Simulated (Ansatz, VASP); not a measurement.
## CdTe: VASP beside Ansatz

```
CELL_PARAMETERS angstrom
3.70062 0.00000 0.00000
0.00000 3.70062 0.00000
0.00000 0.00000 3.70062
ATOMIC_POSITIONS crystal
Cd 0.00000 0.00000 0.00000
Te 0.50000 0.50000 0.50000
```

Alike in both runs: functional PBEsol; k mesh 13 × 13 × 13; occupations fermi-dirac, width 0.05 eV; no spin polarisation.

Ansatz relaxed the structure, and its values are those at the end. VASP's run is a single point on that final structure, the one shown.

|  | VASP | Ansatz |
| --- | --- | --- |
| version | VASP 6.6.1 | Ansatz 0.2.0 |
| potentials or method | VASP PAW PBE potentials, release 64 (Cd, Te) | PAW with Ansatz's default frozen-core files, scalar-relativistic |
| plane-wave cutoff (eV) | 520 | 420 |
| valence electrons in the cell | 18 | 36 |

|  | VASP | Ansatz | Ansatz less VASP |
| --- | --- | --- | --- |
| pressure (GPa) | 0.2 | 0.0 | -0.22 |

VASP's potentials were made for PBE, not for PBEsol. The functional is the same, so the differences come from potentials, cutoffs and numerics. VASP's potentials hold 18 valence electrons a cell and Ansatz's 36, so a difference there can come from the potentials and not from the codes.

Neither program's run includes spin-orbit coupling.
